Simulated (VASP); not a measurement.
Input of a VASP 6.6.1 run:

INCAR

```
SYSTEM = MoS2
PREC = Accurate
ENCUT = 500
EDIFF = 1E-6
ISMEAR = 0
SIGMA = 0.05
LREAL = .False.
LASPH = .True.
NELM = 120
ALGO = Normal
ISIF = 2
LWAVE = .False.
LCHARG = .False.
GGA = PE
IVDW = 12
NBANDS = 20
GGA_COMPAT = .False.
```

File KPOINTS:

```
Automatic mesh
0
Gamma
  12 12 4
  0 0 0
```

File POSCAR:

```
MoS2
1.0
    3.2381765630      0.0000000000      0.0000000000
   -1.6190882815      2.8043431655      0.0000000000
    0.0000000000      0.0000000000      6.2856245265
Mo S
1 2
Direct
    0.0000000000      0.0000000000      0.0000000000
    0.3333333333      0.6666666667      0.2232580192
    0.3333333333      0.6666666667      0.7767419808
```

Potentials or basis: VASP PAW PBE potentials, release 64 (Mo_sv, S).

Launch:

```console
$ cat potpaw_PBE.64/Mo_sv/POTCAR potpaw_PBE.64/S/POTCAR > POTCAR
$ mpirun -np 1 vasp_std > vasp.out
```

Question: What does it give for the largest force?

Answer: 2.837 eV/Å.

Question: Estimate the band gap on the k mesh.

Answer: Zero (band 13 reaches 7.33 eV, above the bottom of band 14 at 6.99 eV).

Stress tensor (GPa, compression positive):
```
 2.20  0.00  0.00
 0.00  2.20  0.00
 0.00  0.00 22.52
```

Caveat: forces of over 1 eV/Å act on the atoms, so gaps and moduli don't describe the material at rest.
